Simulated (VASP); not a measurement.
Here is a VASP 6.6.1 calculation.

File INCAR:

```
SYSTEM = NbAl2N3
PREC = Accurate ; ENCUT = 600
EDIFF = 1E-6 ; ISMEAR = 0
SIGMA = 0.15 ; LREAL = .False.
LASPH = .True. ; NELM = 120
ALGO = Normal ; ISIF = 2
LWAVE = .False. ; LCHARG = .True.
GGA = PE ; LELF = .True.
LVHAR = .True. ; NBANDS = 26
GGA_COMPAT = .False.
```

The input KPOINTS:

```
regular mesh
0
Gamma
  4 4 2
  0 0 0
```

Contents of POSCAR:

```
NbAl2N3
1.0
    2.9052670919      0.0000000000      0.0000000000
   -1.4526335459      2.5160351063      0.0000000000
    0.0000000000      0.0000000000      7.5930378092
Al Nb N
2 1 3
Direct
    0.6666666667      0.3333333333      0.6549073961
    0.3333333333      0.6666666667      0.3450926039
    0.0000000000      0.0000000000      0.0000000000
    0.6666666667      0.3333333333      0.1963752283
    0.3333333333      0.6666666667      0.8036247717
    0.0000000000      0.0000000000      0.5000000000
```

Potentials or basis: VASP PAW PBE potentials, release 64 (Al, Nb_sv, N).

Run with:

```console
$ cat potpaw_PBE.64/Al/POTCAR potpaw_PBE.64/Nb_sv/POTCAR potpaw_PBE.64/N/POTCAR > POTCAR
$ mpirun -np 1 vasp_std > vasp.out
```

Q: Predict the largest force.

A: 0.008 eV/Å.

Q: Estimate the band gap on the k mesh.

A: 0.55 eV, indirect (least direct gap 0.65 eV).

Forces on the atoms (eV/Å):
```
Al   0.000  0.000  0.004
Al   0.000  0.000 -0.004
Nb   0.000  0.000  0.000
N    0.000  0.000 -0.008
N    0.000  0.000  0.008
N    0.000  0.000  0.000
```

Caveat: the k points lie up to 0.62 Å⁻¹ apart. A k mesh can miss the band edges.
